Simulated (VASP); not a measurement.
# CdRu2 (Fd-3m) in VASP: further runs

CdRu2 is run at these levels: r2SCAN; tasks: single point.

Everything below comes from runs of VASP 6.6.1. Logs are shortened: lines on timing, memory, paths and dates and some standing lists are left out, and cuts for length are marked.

### Step 1. The cell of the first run

Symmetry: Fd-3m, No. 227, cubic system. Conventional cell: a = 7.282 Å, b = 7.282 Å, c = 7.282 Å, α = 90.00°, β = 90.00°, γ = 90.00°. Within 4.0 Å of Cd (site symmetry -43m) lie 12 Ru at 3.02 Å and 4 Cd at 3.15 Å. Ru (site symmetry -3m) has 6 Ru at 2.57 Å and 6 Cd at 3.02 Å within 3.4 Å.

### Step 2. Single point, r2SCAN

POSCAR reads:

```
CdRu2
1.0
    0.0000000000      3.6410892597      3.6410892597
    3.6410892597      0.0000000000      3.6410892597
    3.6410892597      3.6410892597      0.0000000000
Cd Ru
2 4
Direct
    0.0000000000      0.0000000000      0.0000000000
    0.2500000000      0.2500000000      0.2500000000
    0.6250000000      0.6250000000      0.6250000000
    0.1250000000      0.6250000000      0.6250000000
    0.6250000000      0.6250000000      0.1250000000
    0.6250000000      0.1250000000      0.6250000000
```

INCAR.step1 reads:

```
SYSTEM = CdRu2
PREC = Accurate
ENCUT = 660
ISMEAR = 0
SIGMA = 0.1
LREAL = .FALSE.
LASPH = .TRUE.
NELM = 120
NBANDS = 61
GGA = PE
ALGO = Normal
EDIFF = 1E-5
LWAVE = .TRUE.
LCHARG = .FALSE.
GGA_COMPAT = .FALSE.
```

INCAR.step2 reads:

```
SYSTEM = CdRu2
PREC = Accurate
ENCUT = 660
EDIFF = 1E-6
ISMEAR = 0
SIGMA = 0.1
LREAL = .FALSE.
LASPH = .TRUE.
NELM = 120
ALGO = Normal
ISIF = 2
LWAVE = .FALSE.
LCHARG = .FALSE.
METAGGA = R2SCAN
LMIXTAU = .TRUE.
NBANDS = 61
ISTART = 1
GGA_COMPAT = .FALSE.
```

KPOINTS reads:

```
regular mesh
0
G
  4 4 4
  0 0 0
```

Potentials or basis: VASP PAW PBE potentials, release 64 (Cd_sv_GW, Ru_sv).

Started as:

```console
cat potpaw_PBE.64/Cd_sv_GW/POTCAR potpaw_PBE.64/Ru_sv/POTCAR > POTCAR
cp INCAR.step1 INCAR
mpirun -np 1 vasp_std > vasp.out
cp INCAR.step2 INCAR
mpirun -np 1 vasp_std > vasp.out
```

OUTCAR:

```text
SYSTEM = CdRu2
   PREC = Accurate
   ENCUT = 660
   EDIFF = 1E-6
   ISMEAR = 0
   LREAL = .FALSE.
   LASPH = .TRUE.
   NELM = 120
   ISIF = 2
   METAGGA = R2SCAN
   ISTART = 1

 ion  position               nearest neighbor table
   1  0.000  0.000  0.000-
   2  0.250  0.250  0.250-
   3  0.625  0.625  0.625-   4 2.57   5 2.57   6 2.57   5 2.57   6 2.57   4 2.57
   4  0.125  0.625  0.625-   3 2.57   5 2.57   6 2.57   3 2.57   5 2.57   6 2.57
   5  0.625  0.625  0.125-   3 2.57   3 2.57   4 2.57   6 2.57   6 2.57   4 2.57
   6  0.625  0.125  0.625-   3 2.57   5 2.57   3 2.57   4 2.57   5 2.57   4 2.57

  LATTYP: Found a face centered cubic cell.
 ALAT       =     7.2821785194

  Lattice vectors:

 A1 = (   0.0000000000,   3.6410892597,   3.6410892597)
 A2 = (   3.6410892597,   0.0000000000,   3.6410892597)
 A3 = (   3.6410892597,   3.6410892597,   0.0000000000)

Analysis of symmetry for initial positions (statically):
=====================================================================
 Subroutine PRICEL returns:
 Original cell was already a primitive cell.

 Routine SETGRP: Setting up the symmetry group for a
 face centered cubic supercell.

 Subroutine GETGRP returns: Found 48 space group operations
 (whereof 24 operations were pure point group operations)
 out of a pool of 48 trial point group operations.

The static configuration has the point symmetry T_d .
 The point group associated with its full space group is O_h .

Analysis of symmetry for dynamics (positions and initial velocities):
=====================================================================
 Subroutine PRICEL returns:
 Original cell was already a primitive cell.

 Routine SETGRP: Setting up the symmetry group for a
 face centered cubic supercell.

 Subroutine GETGRP returns: Found 48 space group operations
 (whereof 24 operations were pure point group operations)
 out of a pool of 48 trial point group operations.

The dynamic configuration has the point symmetry T_d .
 The point group associated with its full space group is O_h .

 Subroutine INISYM returns: Found 48 space group operations
 (whereof 24 operations are pure point group operations),
 and found     1 'primitive' translations

----------------------------------------------------------------------------------------

                                     Primitive cell

  volume of cell :      96.5437

  direct lattice vectors                    reciprocal lattice vectors
     0.000000000  3.641089260  3.641089260    -0.137321544  0.137321544  0.137321544
     3.641089260  0.000000000  3.641089260     0.137321544 -0.137321544  0.137321544
     3.641089260  3.641089260  0.000000000     0.137321544  0.137321544 -0.137321544

  length of vectors
     5.149277813  5.149277813  5.149277813     0.237847892  0.237847892  0.237847892

  position of ions in fractional coordinates (direct lattice)
     0.000000000  0.000000000  0.000000000
     0.250000000  0.250000000  0.250000000
     0.625000000  0.625000000  0.625000000
     0.125000000  0.625000000  0.625000000
     0.625000000  0.625000000  0.125000000
     0.625000000  0.125000000  0.625000000

  ion indices of the primitive-cell ions
   primitive index   ion index
                 1           1
                 2           2
                 3           3
                 4           4
                 5           5
                 6           6

----------------------------------------------------------------------------------------

 KPOINTS: regular mesh

Automatic generation of k-mesh.
 Grid dimensions read from file:
 generate k-points for:    4    4    4

 Generating k-lattice:

  Cartesian coordinates                     Fractional coordinates (reciprocal lattice)
    -0.034330386  0.034330386  0.034330386     0.250000000  0.000000000  0.000000000
     0.034330386 -0.034330386  0.034330386     0.000000000  0.250000000  0.000000000
     0.034330386  0.034330386 -0.034330386     0.000000000  0.000000000  0.250000000

  Length of vectors
     0.059461973  0.059461973  0.059461973

  Shift w.r.t. Gamma in fractional coordinates (k-lattice)
     0.000000000  0.000000000  0.000000000

 Subroutine IBZKPT returns following result:
 ===========================================

 Found      8 irreducible k-points:

 Following reciprocal coordinates:
            Coordinates               Weight
  0.000000  0.000000  0.000000      1.000000
  0.250000  0.000000  0.000000      8.000000
  0.500000  0.000000  0.000000      4.000000
  0.250000  0.250000  0.000000      6.000000
  0.500000  0.250000  0.000000     24.000000
 -0.250000  0.250000  0.000000     12.000000
  0.500000  0.500000  0.000000      3.000000
 -0.250000  0.500000  0.250000      6.000000
   k-points           NKPTS =      8   k-points in BZ     NKDIM =      8   number of bands    NBANDS=     61
   number of dos      NEDOS =    301   number of ions     NIONS =      6
   total plane-waves  NPLWV = 110592
   dimension x,y,z NGX =    48 NGY =   48 NGZ =   48
   dimension x,y,z NGXF=    96 NGYF=   96 NGZF=   96
   ions per type =               2   4
   NGX,Y,Z   is equivalent  to a cutoff of  15.50, 15.50, 15.50 a.u.
   NGXF,Y,Z  is equivalent  to a cutoff of  30.99, 30.99, 30.99 a.u.
 SYSTEM =  CdRu2
   PREC   = accura    normal or accurate (medium, high low for compatibility)
   ISTART =      1    job   : 0-new  1-cont  2-samecut
   ICHARG =      0    charge: 1-file 2-atom 10-const
   ISPIN  =      1    spin polarized calculation?
   LNONCOLLINEAR =      F non collinear calculations
   LSORBIT =      F    spin-orbit coupling
   LASPH  =      T    aspherical Exc in radial PAW
   ENCUT  =  660.0 eV  48.51 Ry    6.96 a.u.  10.79 10.79 10.79*2*pi/ulx,y,z
   NELM   =    120;   NELMIN=  2; NELMDL=  0     # of ELM steps
   EDIFF  = 0.1E-05   stopping-criterion for ELM
   LREAL  =      F    real-space projection
   EDIFFG = 0.1E-04   stopping-criterion for IOM
   NSW    =      0    number of steps for IOM
   IBRION =     -1    ionic relax: 0-MD 1-quasi-New 2-CG
   NFREE  =      0    steps in history (QN), initial steepest desc. (CG)
   ISIF   =      2    stress and relaxation
   ISYM   =      2    0-nonsym 1-usesym 2-fastsym
   POTIM  = 0.5000    time-step for ionic-motion
   TEBEG  =    0.0;   TEEND  =   0.0 temperature during run
   PSTRESS=    0.0 pullay stress
   NELECT =     104.0000    total number of electrons
   NUPDOWN=      -1.0000    fix difference up-down
   EMIN   =  10.00;   EMAX   =-10.00  energy-range for DOS
   EFERMI =   0.00;   METHOD = LEGACY
   ISMEAR =     0;   SIGMA  =   0.10  broadening in eV -4-tet -1-fermi 0-gaus
   EFERMI_NEDOS =   21; number of points for ismear=-14 and -15
   IALGO  =     38    algorithm
   IMIX   =      4    mixing-type and parameters
     AMIX     =   0.40;   BMIX     =  1.00
     AMIX_MAG =   1.60;   BMIX_MAG =  1.00
  volume/ion in A,a.u.               =      16.09       108.58
  Fermi-wavevector in a.u.,A,eV,Ry     =   1.678203  3.171345 38.318999  2.816367
  Thomas-Fermi vector in A             =   2.762334
   LORBIT       =      0    0 simple, 1 ext, 2 COOP (PROOUT), +10 PAW based schemes
   METAGGA = R2SCAN    functional components
   LHFCALC =     F    Hartree Fock is set to
   AEXX    =    0.0000 exact exchange contribution
   IVDW    =     0    specifies the selected vdW correction
   LEPSILON=     F    determine dielectric tensor
   LRPA    =     F    only Hartree local field effects (RPA)
 non-spin polarized calculation
 Gauss-broadening in eV      SIGMA  =   0.10
  energy-cutoff  :      660.00
  volume of cell :       96.54
 maximum number of plane-waves:      3733
 NGX is ok and might be reduce to    48
   NGX = 21   NGY = 21   NGZ = 21

 number of electron     104.0000008 magnetization

 Free energy of the ion-electron system (eV)
  ---------------------------------------------------
  ext. energy  EPLUGINS =         0.00000000
  ---------------------------------------------------
  free energy    TOTEN  =      -139.31128397 eV

  energy without entropy =     -139.24660129  energy(sigma->0) =     -139.27894263

 E-fermi :  11.0793     XC(G=0): -14.0905

 val. band max:       11.0704597766   @ k =   0.5000   0.2500   0.0000
 cond. band min:      11.0810617665   @ k =   0.0000   0.0000   0.0000
 fundamental gap:      0.0106019899
 Fermi energy:        11.0792687451

 k-point     1 :       0.0000    0.0000    0.0000
  band No.  band energies     occupation
      1     -94.2760      2.00000
      2     -94.2743      2.00000
      3     -63.8572      2.00000
      4     -63.6428      2.00000
      5     -63.6428      2.00000
      6     -63.6428      2.00000
[... 53 lines left out ...]
     60      15.9822      0.00000
     61      17.1671      0.00000

 k-point     2 :       0.2500    0.0000    0.0000
  band No.  band energies     occupation
      1     -94.2759      2.00000
      2     -94.2745      2.00000
      3     -63.8351      2.00000
      4     -63.6656      2.00000
      5     -63.6428      2.00000
      6     -63.6428      2.00000
[... 53 lines left out ...]
     60      15.4415      0.00000
     61      16.5996      0.00000

 k-point     3 :       0.5000    0.0000    0.0000
  band No.  band energies     occupation
      1     -94.2756      2.00000
      2     -94.2748      2.00000
      3     -63.8043      2.00000
      4     -63.6972      2.00000
      5     -63.6429      2.00000
      6     -63.6429      2.00000
[... 53 lines left out ...]
     60      15.2706      0.00000
     61      17.5457      0.00000

 k-point     4 :       0.2500    0.2500    0.0000
  band No.  band energies     occupation
      1     -94.2758      2.00000
      2     -94.2746      2.00000
      3     -63.8262      2.00000
      4     -63.6746      2.00000
      5     -63.6429      2.00000
      6     -63.6429      2.00000
[... 53 lines left out ...]
     60      14.3567      0.00000
     61      16.9099      0.00000

 k-point     5 :       0.5000    0.2500    0.0000
  band No.  band energies     occupation
      1     -94.2755      2.00000
      2     -94.2749      2.00000
      3     -63.7887      2.00000
      4     -63.7129      2.00000
      5     -63.6429      2.00000
      6     -63.6429      2.00000
[... 53 lines left out ...]
     60      16.4937      0.00000
     61      17.3642      0.00000

 k-point     6 :      -0.2500    0.2500    0.0000
  band No.  band energies     occupation
      1     -94.2756      2.00000
      2     -94.2748      2.00000
      3     -63.8043      2.00000
      4     -63.6971      2.00000
      5     -63.6429      2.00000
      6     -63.6429      2.00000
[... 53 lines left out ...]
     60      16.1654      0.00000
     61      17.1314      0.00000

 k-point     7 :       0.5000    0.5000    0.0000
  band No.  band energies     occupation
      1     -94.2752      2.00000
      2     -94.2752      2.00000
      3     -63.7509      2.00000
      4     -63.7509      2.00000
      5     -63.6430      2.00000
      6     -63.6430      2.00000
[... 53 lines left out ...]
     60      14.4250      0.00000
     61      20.6682      0.00000

 k-point     8 :      -0.2500    0.5000    0.2500
  band No.  band energies     occupation
      1     -94.2752      2.00000
      2     -94.2752      2.00000
      3     -63.7509      2.00000
      4     -63.7509      2.00000
      5     -63.6429      2.00000
      6     -63.6429      2.00000
[... 53 lines left out ...]
     60      16.2003      0.00000
     61      17.5409      0.00000

------------------------ aborting loop because EDIFF is reached ----------------------------------------

  FORCE on cell =-STRESS in cart. coord.  units (eV):
  Direction    XX          YY          ZZ          XY          YZ          ZX
  --------------------------------------------------------------------------------------
  -------------------------------------------------------------------------------------
  Total        0.0464264      0.0464264      0.0464264      0.0000000     -0.0000000      0.0000000
  in kB        0.7704623      0.7704623      0.7704623      0.0000000     -0.0000000      0.0000000
  external PRESSURE =       0.7704623 kB  Pullay stress =       0.0000000 kB

 VOLUME and BASIS-vectors are now :
 -----------------------------------------------------------------------------
  energy-cutoff  :      660.00
  volume of cell :       96.54
      direct lattice vectors                 reciprocal lattice vectors
     0.000000000  3.641089260  3.641089260    -0.137321544  0.137321544  0.137321544
     3.641089260  0.000000000  3.641089260     0.137321544 -0.137321544  0.137321544
     3.641089260  3.641089260  0.000000000     0.137321544  0.137321544 -0.137321544

 POSITION                                       TOTAL-FORCE (eV/Angst)
 -----------------------------------------------------------------------------------
      0.00000      0.00000      0.00000         0.000000      0.000000      0.000000
      1.82054      1.82054      1.82054        -0.000000     -0.000000     -0.000000
      4.55136      4.55136      4.55136        -0.000000      0.000000      0.000000
      4.55136      2.73082      2.73082        -0.000000      0.000000      0.000000
      2.73082      2.73082      4.55136        -0.000000      0.000000      0.000000
      2.73082      4.55136      2.73082        -0.000000      0.000000      0.000000
 -----------------------------------------------------------------------------------
    total drift:                                0.000000      0.000000     -0.000000

  FREE ENERGIE OF THE ION-ELECTRON SYSTEM (eV)
  ---------------------------------------------------
  free  energy   TOTEN  =      -139.3112839671 eV

  energy  without entropy=     -139.2466012868  energy(sigma->0) =     -139.27894263
```

Run time: 8.3 min. Hardware: 1 thread of AMD EPYC 7R43 (Zen 3), shared host; peak memory 0.35 GiB.

What came out:

- Free energy: -139.3113 eV
- Pressure: 0.1 GPa
- Band gap on the k mesh: zero (bands 52 and 53 overlap by 0.39 eV)

Caveat: the k points lie up to 0.37 Å⁻¹ apart; the PAW data sets were made with another functional, which shifts forces and pressure a little.

### Step 3. Single point, r2SCAN

This run uses another cell than the first one, of 16.13 Å³/atom.

POSCAR reads:

```
CdRu2
1.0
    0.0000000000      3.6444295358      3.6444295358
    3.6444295358      0.0000000000      3.6444295358
    3.6444295358      3.6444295358      0.0000000000
Cd Ru
2 4
Direct
    0.5000000000      0.5000000000      0.5000000000
    0.7500000000      0.7500000000      0.7500000000
    0.1250000000      0.1250000000      0.1250000000
    0.6250000000      0.1250000000      0.1250000000
    0.1250000000      0.1250000000      0.6250000000
    0.1250000000      0.6250000000      0.1250000000
```

INCAR.step1 reads:

```
PREC = Accurate ; ENCUT = 660
ISMEAR = 0 ; SIGMA = 0.1
LREAL = F ; LASPH = T
NELM = 120 ; NBANDS = 61
GGA = PE ; ALGO = Normal
EDIFF = 1E-5 ; LWAVE = T
LCHARG = F ; GGA_COMPAT = F
```

INCAR.step2 reads:

```
PREC = Accurate ; ENCUT = 660
EDIFF = 1E-6 ; ISMEAR = 0
SIGMA = 0.1 ; LREAL = F
LASPH = T ; NELM = 120
ALGO = Normal ; ISIF = 2
LWAVE = F ; LCHARG = F
METAGGA = R2SCAN ; LMIXTAU = T
NBANDS = 61 ; ISTART = 1
GGA_COMPAT = F
```

KPOINTS reads:

```
regular mesh
0
Gamma
  8 8 8
```

Potentials or basis: VASP PAW PBE potentials, release 64 (Cd_sv_GW, Ru_sv).

Started as:

```console
cat potpaw_PBE.64/Cd_sv_GW/POTCAR potpaw_PBE.64/Ru_sv/POTCAR > POTCAR
cp INCAR.step1 INCAR
mpirun -np 1 vasp_std > vasp.out
cp INCAR.step2 INCAR
mpirun -np 1 vasp_std > vasp.out
```

Wall time 14 min (1 thread of Intel Xeon Platinum 8488C (Sapphire Rapids), shared host); peak memory 0.49 GiB.

Results (log left out):

| Quantity | Value |
| --- | --- |
| Free energy | -139.1988 eV |
| Pressure | 0.0 GPa |
| Band gap on the k mesh | zero (bands 52 and 53 overlap by 0.57 eV) |

Levels at points of the mesh, in eV from the Fermi level:
```csv
k point,band 50,band 51,band 52,band 53,band 54,band 55
"(0.00, 0.00, 0.00)",0.16,0.41,0.41,1.23,1.90,1.90
"(0.50, 0.00, 0.00)",-1.10,-0.09,0.06,0.06,0.31,0.31
"(0.50, 0.50, 0.00)",-1.60,-1.30,-1.30,0.04,0.04,0.33
```

Caveat: the PAW data sets were made with another functional, which shifts forces and pressure a little.
